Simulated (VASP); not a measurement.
BeTe: single point with PBE

The system is BeTe.

```
Be Te
1.0
     4.03305    0.00000    0.00000
    -2.01653    3.49273    0.00000
     0.00000    0.00000    8.75735
Be Te
2 2
Direct
  0.33333 0.66667 0.25000
  0.66667 0.33333 0.75000
  0.66667 0.33333 0.25000
  0.33333 0.66667 0.75000
```

```json
{"Program": "VASP 6.6.1", "Task": "single point", "Functional": "PBE", "Potentials or basis": "VASP PAW PBE potentials, release 64 (Be, Te)", "Cutoff": "520 eV", "k mesh": "6 × 6 × 4", "Occupations": "gaussian, width 0.01 eV", "Spin": "no spin polarisation"}
```

The pressure is 0.1 GPa. The band gap on the k mesh is 2.75 eV, indirect (least direct gap 2.85 eV).

Stress tensor (GPa, compression positive):
```
0.19 0.00 0.00
0.00 0.19 0.00
0.00 0.00 0.00
```

Levels at points of the mesh, in eV from the valence-band top:
```
           k point  band 6  band 7  band 8  band 9  band 10  band 11
(0.00, 0.00, 0.00)   -0.57   -0.48   -0.48    3.49     3.76     4.70
(0.50, 0.00, 0.00)   -1.82   -0.84   -0.06    2.79     3.22     3.53
(0.00, 0.00, 0.50)   -0.53   -0.53   -0.53    3.84     3.84     4.80
(0.50, 0.00, 0.50)   -1.89   -0.39   -0.39    2.95     2.95     3.39
```

It took 53 s on 1 thread of Intel(R) Xeon(R) Platinum 8488C (Sapphire Rapids) (shared host), peak memory 0.25 GiB.

Caveat: spin-orbit coupling is left out, which moves the levels of the heavy elements. As with any semilocal functional, this PBE gap is likely too small.
